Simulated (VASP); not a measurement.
# Ti3H in VASP: notebook

Ti3H is run at these levels: PBE; tasks: single point.

Everything below comes from runs of VASP 6.6.1. Logs are shortened: lines on timing, memory, paths and dates and some standing lists are left out, and cuts for length are marked.

### Step 1. The cell of the first run

The cell holds a slab with vacuum, 8 atoms: a = 4.604 Å, b = 4.604 Å, c = 22.497 Å, α = 90.00°, β = 90.00°, γ = 120.00°.

### Step 2. Single point, PBE

The input, INCAR:

```
PREC     = Accurate       # precision mode
ENCUT    = 520            # plane-wave cutoff, eV
EDIFF    = 1E-6           # SCF threshold, eV
ISMEAR   = 0              # smearing method
SIGMA    = 0.1            # smearing width, eV
LREAL    = F              # projectors in reciprocal space
LASPH    = T              # aspherical terms in the spheres
NELM     = 80             # most SCF steps
ALGO     = Normal         # electronic algorithm
ISIF     = 2              # what is computed and relaxed
LWAVE    = F              # write WAVECAR
LCHARG   = T              # write CHGCAR
LDIPOL   = T            
IDIPOL   = 3            
DIPOL    = 0.5 0.5 0.325
GGA      = PE             # functional
LELF     = T              # ELF
LVHAR    = T            
LVACPOTAV= T            
NBANDS   = 47             # bands
```

The input, KPOINTS:

```
regular mesh
0
Gamma
  6 6 1
```

The input, POSCAR:

```
Ti3H
1.0
    4.6037402166      0.0000000000      0.0000000000
   -2.3018701083      3.9869559800      0.0000000000
    0.0000000000      0.0000000000     22.4968207969
Ti H
6 2
Direct
    0.6666666667      0.3333333333      0.1778029010
    0.3333333333      0.6666666667      0.2195747826
    0.0000000000      0.0000000000      0.2613466643
    0.6666666667      0.3333333333      0.2980472831
    0.3333333333      0.6666666667      0.3304570154
    0.0000000000      0.0000000000      0.3776898467
    0.2592793429      0.7407206571      0.4688138334
    0.4073873238      0.5926126762      0.4688138334
```

Potentials or basis: VASP PAW PBE potentials, release 64 (Ti_sv, H).

Command:

```
$ cat potpaw_PBE.64/Ti_sv/POTCAR potpaw_PBE.64/H/POTCAR > POTCAR
$ mpirun -np 1 vasp_std > vasp.out
```

OUTCAR:

```text
PREC = Accurate
   ENCUT = 520
   EDIFF = 1E-6
   ISMEAR = 0
   LREAL = F
   LASPH = T
   NELM = 80
   ISIF = 2
   GGA = PE

 ion  position               nearest neighbor table
   1  0.667  0.333  0.178-   4 2.71   2 2.82   2 2.82   2 2.82
   2  0.333  0.667  0.220-   5 2.49   1 2.82   1 2.82   3 2.82   1 2.82   3 2.82   3 2.82
   3  0.000  0.000  0.261-   6 2.62   4 2.78   4 2.78   4 2.78   2 2.82   2 2.82   2 2.82
   4  0.667  0.333  0.298-   1 2.71   5 2.76   5 2.76   5 2.76   3 2.78   3 2.78   3 2.78
   5  0.333  0.667  0.330-   2 2.49   4 2.76   4 2.76   4 2.76   6 2.86   6 2.86   6 2.86
   6  0.000  0.000  0.378-   3 2.62   5 2.86   5 2.86   5 2.86
   7  0.259  0.741  0.469-
   8  0.407  0.593  0.469-

  LATTYP: Found a hexagonal cell.
 ALAT       =     4.6037402166
 C/A-ratio  =     4.8866399359

  Lattice vectors:

 A1 = (   4.6037402166,   0.0000000000,   0.0000000000)
 A2 = (  -2.3018701083,   3.9869559800,   0.0000000000)
 A3 = (   0.0000000000,   0.0000000000,  22.4968207969)

Analysis of symmetry for initial positions (statically):
=====================================================================
 Subroutine PRICEL returns:
 Original cell was already a primitive cell.

 Routine SETGRP: Setting up the symmetry group for a
 hexagonal supercell.

 Subroutine GETGRP returns: Found  2 space group operations
 (whereof  2 operations were pure point group operations)
 out of a pool of 24 trial point group operations.

The static configuration has the point symmetry C_1h.

Analysis of symmetry for dynamics (positions and initial velocities):
=====================================================================
 Subroutine PRICEL returns:
 Original cell was already a primitive cell.

 Routine SETGRP: Setting up the symmetry group for a
 hexagonal supercell.

 Subroutine GETGRP returns: Found  2 space group operations
 (whereof  2 operations were pure point group operations)
 out of a pool of 24 trial point group operations.

The dynamic configuration has the point symmetry C_1h.

 Subroutine INISYM returns: Found  2 space group operations
 (whereof  2 operations are pure point group operations),
 and found     1 'primitive' translations

----------------------------------------------------------------------------------------

                                     Primitive cell

  volume of cell :     412.9271

  direct lattice vectors                    reciprocal lattice vectors
     4.603740217  0.000000000  0.000000000     0.217214689  0.125408959  0.000000000
    -2.301870108  3.986955980  0.000000000     0.000000000  0.250817918  0.000000000
     0.000000000  0.000000000 22.496820797     0.000000000  0.000000000  0.044450725

  length of vectors
     4.603740217  4.603740217 22.496820797     0.250817918  0.250817918  0.044450725

  position of ions in fractional coordinates (direct lattice)
     0.666666667  0.333333333  0.177802901
     0.333333333  0.666666667  0.219574783
     0.000000000  0.000000000  0.261346664
     0.666666667  0.333333333  0.298047283
     0.333333333  0.666666667  0.330457015
     0.000000000  0.000000000  0.377689847
     0.259279343  0.740720657  0.468813833
     0.407387324  0.592612676  0.468813833

  ion indices of the primitive-cell ions
   primitive index   ion index
                 1           1
                 2           2
                 3           3
                 4           4
                 5           5
                 6           6
                 7           7
                 8           8

----------------------------------------------------------------------------------------

 KPOINTS: regular mesh

Automatic generation of k-mesh.
 Grid dimensions read from file:
 generate k-points for:    6    6    1

 Generating k-lattice:

  Cartesian coordinates                     Fractional coordinates (reciprocal lattice)
     0.036202448  0.020901493  0.000000000     0.166666667  0.000000000  0.000000000
     0.000000000  0.041802986  0.000000000     0.000000000  0.166666667  0.000000000
     0.000000000  0.000000000  0.044450725     0.000000000  0.000000000  1.000000000

  Length of vectors
     0.041802986  0.041802986  0.044450725

  Shift w.r.t. Gamma in fractional coordinates (k-lattice)
     0.000000000  0.000000000  0.000000000

 Subroutine IBZKPT returns following result:
 ===========================================

 Found     13 irreducible k-points:

 Following reciprocal coordinates:
            Coordinates               Weight
  0.000000  0.000000  0.000000      1.000000
  0.166667  0.000000  0.000000      4.000000
 -0.166667  0.166667  0.000000      2.000000
  0.333333  0.000000  0.000000      4.000000
 -0.333333  0.333333  0.000000      2.000000
  0.500000  0.000000  0.000000      2.000000
  0.500000  0.500000  0.000000      1.000000
  0.166667  0.166667  0.000000      2.000000
 -0.166667  0.333333  0.000000      4.000000
  0.333333  0.166667  0.000000      4.000000
 -0.166667  0.500000  0.000000      4.000000
  0.500000  0.333333  0.000000      4.000000
  0.333333  0.333333  0.000000      2.000000
   k-points           NKPTS =     13   k-points in BZ     NKDIM =     13   number of bands    NBANDS=     47
   number of dos      NEDOS =    301   number of ions     NIONS =      8
   total plane-waves  NPLWV = 217728
   dimension x,y,z NGX =    36 NGY =   36 NGZ =  168
   dimension x,y,z NGXF=    72 NGYF=   72 NGZF=  336
   ions per type =               6   2
   NGX,Y,Z   is equivalent  to a cutoff of  13.00, 13.00, 12.41 a.u.
   NGXF,Y,Z  is equivalent  to a cutoff of  26.00, 26.00, 24.83 a.u.
 SYSTEM =  unknown system
   PREC   = accura    normal or accurate (medium, high low for compatibility)
   ISTART =      0    job   : 0-new  1-cont  2-samecut
   ICHARG =      2    charge: 1-file 2-atom 10-const
   ISPIN  =      1    spin polarized calculation?
   LNONCOLLINEAR =      F non collinear calculations
   LSORBIT =      F    spin-orbit coupling
   LASPH  =      T    aspherical Exc in radial PAW
   ENCUT  =  520.0 eV  38.22 Ry    6.18 a.u.   8.56  8.56 41.83*2*pi/ulx,y,z
   NELM   =     80;   NELMIN=  2; NELMDL= -5     # of ELM steps
   EDIFF  = 0.1E-05   stopping-criterion for ELM
   LREAL  =      F    real-space projection
   EDIFFG = 0.1E-04   stopping-criterion for IOM
   NSW    =      0    number of steps for IOM
   IBRION =     -1    ionic relax: 0-MD 1-quasi-New 2-CG
   NFREE  =      0    steps in history (QN), initial steepest desc. (CG)
   ISIF   =      2    stress and relaxation
   ISYM   =      2    0-nonsym 1-usesym 2-fastsym
   POTIM  = 0.5000    time-step for ionic-motion
   TEBEG  =    0.0;   TEEND  =   0.0 temperature during run
   PSTRESS=    0.0 pullay stress
   NELECT =      74.0000    total number of electrons
   NUPDOWN=      -1.0000    fix difference up-down
   EMIN   =  10.00;   EMAX   =-10.00  energy-range for DOS
   EFERMI =   0.00;   METHOD = LEGACY
   ISMEAR =     0;   SIGMA  =   0.10  broadening in eV -4-tet -1-fermi 0-gaus
   EFERMI_NEDOS =   21; number of points for ismear=-14 and -15
   IALGO  =     38    algorithm
   IMIX   =      4    mixing-type and parameters
     AMIX     =   0.40;   BMIX     =  1.00
     AMIX_MAG =   1.60;   BMIX_MAG =  1.00
  volume/ion in A,a.u.               =      51.62       348.32
  Fermi-wavevector in a.u.,A,eV,Ry     =   0.922984  1.744187 11.590801  0.851900
  Thomas-Fermi vector in A             =   2.048571
   LORBIT       =      0    0 simple, 1 ext, 2 COOP (PROOUT), +10 PAW based schemes
   GGA     = PE    functional components
   LHFCALC =     F    Hartree Fock is set to
   AEXX    =    0.0000 exact exchange contribution
   IVDW    =     0    specifies the selected vdW correction
   LEPSILON=     F    determine dielectric tensor
   LRPA    =     F    only Hartree local field effects (RPA)
 non-spin polarized calculation
 Gauss-broadening in eV      SIGMA  =   0.10
  energy-cutoff  :      520.00
  volume of cell :      412.93
 maximum number of plane-waves:     11163
 NGX is ok and might be reduce to    36
   NGX = 17   NGY = 17   NGZ = 83

 dipolmoment           0.000000      0.000000     -0.001782 electrons x Angstroem

 number of electron      73.9999981 magnetization

 dipolmoment           0.000000      0.000000      0.033455 electrons x Angstroem

 Free energy of the ion-electron system (eV)
  ---------------------------------------------------
  ext. energy  EPLUGINS =         0.00000000
  ---------------------------------------------------
  free energy    TOTEN  =       -47.18734706 eV

  energy without entropy =      -47.11324406  energy(sigma->0) =      -47.15029556

 E-fermi :  -0.4485     XC(G=0):  -4.1411

 val. band max:       -0.4915505995   @ k =  -0.1667   0.5000   0.0000
 cond. band min:      -0.4419384905   @ k =   0.0000   0.0000   0.0000
 fundamental gap:      0.0496121090
 Fermi energy:        -0.4485053971

 k-point     1 :       0.0000    0.0000    0.0000
  band No.  band energies     occupation
      1     -57.5126      2.00000
      2     -57.4784      2.00000
      3     -56.9361      2.00000
      4     -56.8192      2.00000
      5     -56.7822      2.00000
      6     -56.6564      2.00000
[... 39 lines left out ...]
     46       1.3598      0.00000
     47       1.3659      0.00000

 k-point     2 :       0.1667    0.0000    0.0000
  band No.  band energies     occupation
      1     -57.5120      2.00000
      2     -57.4779      2.00000
      3     -56.9262      2.00000
      4     -56.8219      2.00000
      5     -56.7882      2.00000
      6     -56.6588      2.00000
[... 39 lines left out ...]
     46       1.2543      0.00000
     47       1.3340      0.00000

 k-point     3 :      -0.1667    0.1667    0.0000
  band No.  band energies     occupation
      1     -57.5120      2.00000
      2     -57.4779      2.00000
      3     -56.9262      2.00000
      4     -56.8219      2.00000
      5     -56.7882      2.00000
      6     -56.6588      2.00000
[... 489 lines left out ...]
     46       0.8772      0.00000
     47       1.1162      0.00000

 k-point    13 :       0.3333    0.3333    0.0000
  band No.  band energies     occupation
      1     -57.5101      2.00000
      2     -57.4761      2.00000
      3     -56.8644      2.00000
      4     -56.8481      2.00000
      5     -56.8202      2.00000
      6     -56.6671      2.00000
[... 39 lines left out ...]
     46       0.9501      0.00000
     47       1.0630      0.00000

------------------------ aborting loop because EDIFF is reached ----------------------------------------

  FORCE on cell =-STRESS in cart. coord.  units (eV):
  Direction    XX          YY          ZZ          XY          YZ          ZX
  --------------------------------------------------------------------------------------
  -------------------------------------------------------------------------------------
  Total       -6.6240993     -4.7163816     -2.2329656      1.6521320     -0.0451482      0.0781990
  in kB      -25.7018283    -18.2997905     -8.6640155      6.4103528     -0.1751773      0.3034159
  external PRESSURE =     -17.5552114 kB  Pullay stress =       0.0000000 kB

 VOLUME and BASIS-vectors are now :
 -----------------------------------------------------------------------------
  energy-cutoff  :      520.00
  volume of cell :      412.93
      direct lattice vectors                 reciprocal lattice vectors
     4.603740217  0.000000000  0.000000000     0.217214689  0.125408959  0.000000000
    -2.301870108  3.986955980  0.000000000     0.000000000  0.250817918  0.000000000
     0.000000000  0.000000000 22.496820797     0.000000000  0.000000000  0.044450725

 POSITION                                       TOTAL-FORCE (eV/Angst)
 -----------------------------------------------------------------------------------
      2.30187      1.32899      4.00000         0.023895     -0.013796      0.123390
     -0.00000      2.65797      4.93973        -0.018792      0.010850      0.442712
      0.00000      0.00000      5.87947        -0.015819      0.009133     -0.421117
      2.30187      1.32899      6.70512        -0.012975      0.007491     -0.053135
     -0.00000      2.65797      7.43423         0.000631     -0.000364      0.318492
      0.00000      0.00000      8.49682        -0.003631      0.002097      0.034146
     -0.51139      2.95322     10.54682         2.974750     -1.717473     -0.219562
      0.51139      2.36272     10.54682        -2.948059      1.702063     -0.224926
 -----------------------------------------------------------------------------------
    total drift:                                0.000050     -0.000029     -0.000246

  FREE ENERGIE OF THE ION-ELECTRON SYSTEM (eV)
  ---------------------------------------------------
  free  energy   TOTEN  =       -47.1873470598 eV

  energy  without entropy=      -47.1132440571  energy(sigma->0) =      -47.15029556

 vacuum level on the upper side and lower side of the slab         3.338         3.008
```

It took 8 min on 1 thread of Intel Xeon 6975P-C (Granite Rapids), shared host; peak memory 0.55 GiB.

Results:

```
Free energy            : -47.1873 eV
Largest force          : 3.442 eV/Å
Band gap on the k mesh : zero (bands 37 and 38 overlap by 0.25 eV)
```

Forces on the atoms (eV/Å):
```
Ti   0.024 -0.014  0.123
Ti  -0.019  0.011  0.443
Ti  -0.016  0.009 -0.421
Ti  -0.013  0.007 -0.053
Ti   0.001  0.000  0.318
Ti  -0.004  0.002  0.034
H    2.975 -1.717 -0.220
H   -2.948  1.702 -0.225
```

### Step 3. Single point, PBE

The input, INCAR:

```
SYSTEM = Ti3H
PREC = Accurate
ENCUT = 520
EDIFF = 1E-6
ISMEAR = 0
SIGMA = 0.1
LREAL = .FALSE.
LASPH = .TRUE.
NELM = 80
ALGO = Normal
ISIF = 2
LWAVE = .FALSE.
LCHARG = .FALSE.
LDIPOL = .TRUE.
IDIPOL = 3
DIPOL = 0.5 0.5 0.336
GGA = PE
NBANDS = 47
```

The input, KPOINTS:

```
regular mesh
0
G
  6 6 1
  0 0 0
```

Changes to POSCAR since step 2:

```diff
@@ -14,3 +14,3 @@
     0.0000000000      0.0000000000      0.3776898467
-    0.2592793429      0.7407206571      0.4688138334
-    0.4073873238      0.5926126762      0.4688138334
+    0.2592793429      0.7407206571      0.5110420224
+    0.4073873238      0.5926126762      0.5110420224
```

Potentials or basis: VASP PAW PBE potentials, release 64 (Ti_sv, H).

Command:

```
$ cat potpaw_PBE.64/Ti_sv/POTCAR potpaw_PBE.64/H/POTCAR > POTCAR
$ mpirun -np 1 vasp_std > vasp.out
```

Wall time 11 min (1 thread of Intel Xeon 6975P-C (Granite Rapids), shared host); peak memory 0.55 GiB.

The run converged. Its results:

```
Free energy            : -47.0480 eV
Largest force          : 4.481 eV/Å
Band gap on the k mesh : zero (bands 37 and 38 overlap by 0.24 eV)
```

Forces in eV/Å, atoms in the order of the input:
```
Ti   0.006 -0.004  0.138
Ti  -0.005  0.003  0.500
Ti  -0.004  0.002 -0.549
Ti  -0.001  0.001 -0.029
Ti  -0.001  0.000 -0.006
Ti  -0.019  0.011 -0.037
H    3.880 -2.240 -0.011
H   -3.857  2.227 -0.006
```

Levels at points of the mesh, in eV from the Fermi level:
| k point | band 33 | band 34 | band 35 | band 36 | band 37 | band 38 | band 39 | band 40 | band 41 | band 42 |
| --- | --- | --- | --- | --- | --- | --- | --- | --- | --- | --- |
| (0.00, 0.00, 0.00) | -0.64 | -0.45 | -0.45 | -0.17 | -0.17 | -0.14 | 0.03 | 0.04 | 0.55 | 0.81 |
| (0.50, 0.00, 0.00) | -0.64 | -0.37 | -0.31 | -0.26 | -0.10 | 0.04 | 0.12 | 0.40 | 0.57 | 0.65 |
| (0.50, 0.50, 0.00) | -0.64 | -0.37 | -0.32 | -0.27 | -0.11 | 0.05 | 0.10 | 0.34 | 0.40 | 0.66 |

(Part 1 of 2 ends here.)
